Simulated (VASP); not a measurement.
Crystal: Co.

```
CELL_PARAMETERS angstrom
2.47200 0.00000 0.00000
-1.23600 2.14081 0.00000
0.00000 0.00000 4.02114
ATOMIC_POSITIONS crystal
Co 0.66667 0.33333 0.75000
Co 0.33333 0.66667 0.25000
```

| Item | Value |
| --- | --- |
| Program | VASP 6.6.1 |
| Task | relaxation of cell and atoms |
| Functional | LDA |
| Potentials or basis | VASP PAW LDA potentials, release 64 (Co) |
| Cutoff | 600 eV |
| k mesh | 12 × 12 × 7 |
| Occupations | fermi-dirac, width 0.05 eV |
| Spin | collinear spin, ferromagnetic start |
| Starting moments | [2.0, 2.0] μB |

At the start: pressure -15.7 GPa; volume 10.64 Å³/atom.

Problem. Where does the relaxation end?

Solution. Over 5 steps the energy falls by 36.3 meV/atom and the volume is 9.96 Å³/atom (-6.4 %); space group P6_3/mmc (No. 194, to 0.1 Å) before and after; moment 2.95 μB per cell.

The path:
```csv
step,energy change (eV),largest force (eV/Å),pressure (GPa),volume (Å³)
1,0.0000,0.0000,-15.71,21.28
2,0.0662,0.0000,26.81,18.22
3,-0.0722,0.0000,-0.65,19.96
4,-0.0723,0.0000,0.06,19.91
5,-0.0726,0.0000,0.00,19.92
```

Final structure:
```
Co
1.0
     2.42472    0.00000    0.00000
    -1.21236    2.09987    0.00000
     0.00000    0.00000    3.91174
Co
2
Direct
  0.66667 0.33333 0.75000
  0.33333 0.66667 0.25000
```
